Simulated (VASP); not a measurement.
# Co (P6_3/mmc) in VASP: single point with LDA

Aim: the single point of Co with LDA.

All numbers are computed with VASP 6.6.1; they aren't measurements. Logs are shortened: lines on timing, memory, paths and dates and some standing lists are left out, and cuts for length are marked.

### 1 The cell of the first run

It takes space group P6_3/mmc (No. 194, hexagonal). The conventional cell has a = 2.429 Å, b = 2.429 Å, c = 3.918 Å, α = 90.00°, β = 90.00°, γ = 120.00°. Within 3.2 Å of Co (site symmetry -6m2) lie 12 Co at 2.41 to 2.43 Å.

### 2 Single point, LDA, collinear spin, ferromagnetic start

File INCAR:

```
SYSTEM = Co
ALGO = Normal
EDIFF = 1E-7
ENCUT = 520
GGA = CA
ISIF = 2
ISMEAR = 0
ISPIN = 2
LASPH = .True.
LCHARG = .False.
LMAXMIX = 4
LORBIT = 11
LREAL = .False.
LWAVE = .False.
MAGMOM = 1.72 1.72
NBANDS = 20
NELM = 150
PREC = Accurate
SIGMA = 0.15
```

File KPOINTS:

```
k-points
0
Gamma
  21 21 12
  0 0 0
```

File POSCAR:

```
Co
1.0
    2.4287596817      0.0000000000      0.0000000000
   -1.2143798408      2.1033675840      0.0000000000
    0.0000000000      0.0000000000      3.9177515245
Co
2
Direct
    0.6666666667      0.3333333333      0.2500065247
    0.3333333333      0.6666666667      0.7499934753
```

Potentials or basis: VASP PAW LDA potentials, release 64 (Co).

Launch:

```console
> cat potpaw_LDA.64/Co/POTCAR > POTCAR
> mpirun -np 1 vasp_std > vasp.out
```

OUTCAR:

```text
SYSTEM = Co
   EDIFF = 1E-7
   ENCUT = 520
   GGA = CA
   ISIF = 2
   ISMEAR = 0
   ISPIN = 2
   LASPH = .True.
   LORBIT = 11
   LREAL = .False.
   NELM = 150
   PREC = Accurate

 ion  position               nearest neighbor table
   1  0.667  0.333  0.250-   2 2.41   2 2.41   2 2.41   2 2.41   2 2.41   2 2.41
   2  0.333  0.667  0.750-   1 2.41   1 2.41   1 2.41   1 2.41   1 2.41   1 2.41

  LATTYP: Found a hexagonal cell.
 ALAT       =     2.4287596817
 C/A-ratio  =     1.6130667657

  Lattice vectors:

 A1 = (   2.4287596817,   0.0000000000,   0.0000000000)
 A2 = (  -1.2143798408,   2.1033675840,   0.0000000000)
 A3 = (   0.0000000000,   0.0000000000,   3.9177515245)

Analysis of symmetry for initial positions (statically):
=====================================================================
 Subroutine PRICEL returns:
 Original cell was already a primitive cell.

 Routine SETGRP: Setting up the symmetry group for a
 hexagonal supercell.

 Subroutine GETGRP returns: Found 12 space group operations
 (whereof 12 operations were pure point group operations)
 out of a pool of 24 trial point group operations.

The static configuration has the point symmetry D_3d.

Analysis of symmetry for dynamics (positions and initial velocities):
=====================================================================
 Subroutine PRICEL returns:
 Original cell was already a primitive cell.

 Routine SETGRP: Setting up the symmetry group for a
 hexagonal supercell.

 Subroutine GETGRP returns: Found 12 space group operations
 (whereof 12 operations were pure point group operations)
 out of a pool of 24 trial point group operations.

The dynamic configuration has the point symmetry D_3d.

Analysis of structural, dynamic, and magnetic symmetry:
=====================================================================
 Subroutine PRICEL returns:
 Original cell was already a primitive cell.

 Routine SETGRP: Setting up the symmetry group for a
 hexagonal supercell.

 Subroutine GETGRP returns: Found 12 space group operations
 (whereof 12 operations were pure point group operations)
 out of a pool of 24 trial point group operations.

The overall configuration has the point symmetry D_3d.

 Subroutine INISYM returns: Found 12 space group operations
 (whereof 12 operations are pure point group operations),
 and found     1 'primitive' translations

----------------------------------------------------------------------------------------

                                     Primitive cell

  volume of cell :      20.0141

[... 105 lines left out ...]
   IALGO  =     38    algorithm
   IMIX   =      4    mixing-type and parameters
     AMIX     =   0.40;   BMIX     =  1.00
     AMIX_MAG =   1.60;   BMIX_MAG =  1.00
  volume/ion in A,a.u.               =      10.01        67.53
  Fermi-wavevector in a.u.,A,eV,Ry     =   1.580229  2.986201 33.975446  2.497125
  Thomas-Fermi vector in A             =   2.680489
   LORBIT       =     11    0 simple, 1 ext, 2 COOP (PROOUT), +10 PAW based schemes
   GGA     = CA    functional components
   LHFCALC =     F    Hartree Fock is set to
   AEXX    =    0.0000 exact exchange contribution
   IVDW    =     0    specifies the selected vdW correction
   LEPSILON=     F    determine dielectric tensor
   LRPA    =     F    only Hartree local field effects (RPA)
 spin polarized calculation
 Gauss-broadening in eV      SIGMA  =   0.15
  energy-cutoff  :      520.00
  volume of cell :       20.01
 maximum number of plane-waves:       557
 NGX is ok and might be reduce to    18
   NGX =  9   NGY =  9   NGZ = 15

 number of electron      17.9999992 magnetization       2.9749089

 Free energy of the ion-electron system (eV)
  ---------------------------------------------------
  ext. energy  EPLUGINS =         0.00000000
  ---------------------------------------------------
  free energy    TOTEN  =       -16.26113124 eV

  energy without entropy =      -16.24095506  energy(sigma->0) =      -16.25104315

 E-fermi :  11.0836     XC(G=0): -14.2186

 val. band max:       11.0813989466   @ k =   0.2381   0.0476   0.5000
 cond. band min:      11.0886481155   @ k =  -0.0952   0.3333   0.0833
 fundamental gap:      0.0072491689
 Fermi energy:        11.0835865871

 spin component 1

 k-point     1 :       0.0000    0.0000    0.0000
  band No.  band energies     occupation
      1       1.7256      1.00000
      2       5.6601      1.00000
      3       8.5379      1.00000
      4       8.5521      1.00000
      5       8.5521      1.00000
      6       8.9195      1.00000
[... 541 lines left out ...]
     19      37.4496      0.00000
     20      38.8063      0.00000

 [... further k-points ...]

 spin component 2

 k-point     1 :       0.0000    0.0000    0.0000
  band No.  band energies     occupation
      1       1.9113      1.00000
      2       6.5244      1.00000
      3       9.9114      1.00000
      4       9.9162      1.00000
      5       9.9162      1.00000
      6      10.3288      1.00000
[... 541 lines left out ...]
     19      37.7998      0.00000
     20      39.2808      0.00000

 [... further k-points ...]
[... 5 lines left out ...]
  --------------------------------------------------------------------------------------
  -------------------------------------------------------------------------------------
  Total       -0.1202092     -0.1202092     -0.1526059     -0.0000000     -0.0000000     -0.0000000
  in kB       -9.6230261     -9.6230261    -12.2164557     -0.0000000     -0.0000000     -0.0000000
  external PRESSURE =     -10.4875026 kB  Pullay stress =       0.0000000 kB

 VOLUME and BASIS-vectors are now :
 -----------------------------------------------------------------------------
  energy-cutoff  :      520.00
  volume of cell :       20.01
      direct lattice vectors                 reciprocal lattice vectors
     2.428759682  0.000000000  0.000000000     0.411732790  0.237714037  0.000000000
    -1.214379841  2.103367584  0.000000000     0.000000000  0.475428074  0.000000000
     0.000000000  0.000000000  3.917751524     0.000000000  0.000000000  0.255248449

 POSITION                                       TOTAL-FORCE (eV/Angst)
 -----------------------------------------------------------------------------------
      1.21438      0.70112      0.97946         0.000000     -0.000000     -0.000472
     -0.00000      1.40225      2.93829        -0.000000      0.000000      0.000472
 -----------------------------------------------------------------------------------
    total drift:                                0.000000     -0.000000     -0.000000

  FREE ENERGIE OF THE ION-ELECTRON SYSTEM (eV)
  ---------------------------------------------------
  free  energy   TOTEN  =       -16.2611312378 eV

  energy  without entropy=      -16.2409550628  energy(sigma->0) =      -16.25104315

 total charge

# of ion       s       p       d       tot
------------------------------------------
    1        0.523   0.589   7.339   8.451
    2        0.523   0.589   7.339   8.451
--------------------------------------------------
tot          1.046   1.179  14.677  16.902

 magnetization (x)

# of ion       s       p       d       tot
------------------------------------------
    1       -0.013  -0.039   1.533   1.481
    2       -0.013  -0.039   1.533   1.481
--------------------------------------------------
tot         -0.027  -0.078   3.066   2.962
```

stdout:

```text
POSCAR found type information on POSCAR Co
 POSCAR found :  1 types and       2 ions
 scaLAPACK will be used
 LDA part: xc-table for (Slater(with rela. corr.)+CA(PZ))
 , standard interpolation
 POSCAR, INCAR and KPOINTS ok, starting setup
 FFT: planning ... GRIDC
 FFT: planning ... GRID_SOFT
 FFT: planning ... GRID
 WAVECAR not read
 entering main loop
```

It took 8.1 min on 1 thread of Intel Xeon 8259CL, shared host; peak memory 0.37 GiB.

What came out:

```
Free energy                                           : -16.2611 eV
Pressure                                              : -1.0 GPa
Net moment                                            : 2.97 μB per cell
Site moments                                          : Co +1.48 μB
Valence electrons inside the program's atomic spheres : Co 8.45
```
